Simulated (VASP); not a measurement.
# Si2W: single point with LDA

Crystal: Si2W.

```xyz
3
Lattice="-1.6685 1.6685 3.5417 1.6685 -1.6685 3.5417 1.6685 1.6685 -3.5417" Properties=species:S:1:pos:R:3 pbc="T T T"
Si    0.0000    0.0000    2.5225
Si    0.0000    0.0000    4.5609
W     0.0000    0.0000    0.0000
```

This cell differs from its parent crystal: atoms shifted along a free coordinate, c/a of the conventional cell at fixed volume 2.1226.

```json
{
  "Program": "VASP 6.6.1",
  "Task": "single point",
  "Functional": "LDA",
  "Potentials or basis": "VASP PAW LDA potentials, release 64 (Si, W_sv)",
  "Cutoff": "520 eV",
  "k mesh": "18 × 18 × 18",
  "Occupations": "gaussian, width 0.15 eV",
  "Spin": "no spin polarisation"
}
```

```yaml
Pressure: 18.0 GPa
Largest_force: 6.799 eV/Å
Band_gap_on_the_k_mesh: zero (bands 11 and 12 overlap by 0.64 eV)
```

Forces on the atoms (eV/Å):
```
Si   0.000  0.000 -6.799
Si   0.000  0.000  6.799
W    0.000  0.000  0.000
```

Stress tensor (GPa, compression positive):
```
-7.85  0.00  0.00
 0.00 -7.85  0.00
 0.00  0.00 69.64
```

Levels at points of the mesh, in eV from the Fermi level:
| k point | band 7 | band 8 | band 9 | band 10 | band 11 | band 12 | band 13 | band 14 | band 15 | band 16 |
| --- | --- | --- | --- | --- | --- | --- | --- | --- | --- | --- |
| (0.00, 0.00, 0.00) | -3.57 | -2.79 | -2.79 | -1.68 | -0.55 | 0.97 | 0.97 | 3.50 | 3.76 | 3.87 |
| (0.50, 0.00, 0.00) | -5.87 | -4.31 | -4.15 | -1.81 | -0.48 | 1.75 | 3.15 | 4.50 | 4.66 | 5.58 |
| (0.50, 0.50, 0.00) | -5.82 | -4.56 | -4.50 | -2.76 | -2.17 | 1.91 | 2.20 | 4.48 | 4.55 | 5.73 |
| (0.50, 0.50, 0.50) | -4.24 | -1.92 | -1.44 | -1.44 | -0.26 | -0.08 | -0.08 | 4.59 | 6.09 | 7.67 |

Run time: 3.3 min on 1 thread of Intel(R) Xeon(R) Platinum 8259CL CPU @ 2.50GHz (Skylake/Cascade Lake), on a shared host, peak memory 0.41 GiB.

Caveat: the cell stands under pressure; spin-orbit coupling is left out, which moves the levels of the heavy elements; forces of over 1 eV/Å act on the atoms, so gaps and moduli don't describe the material at rest.
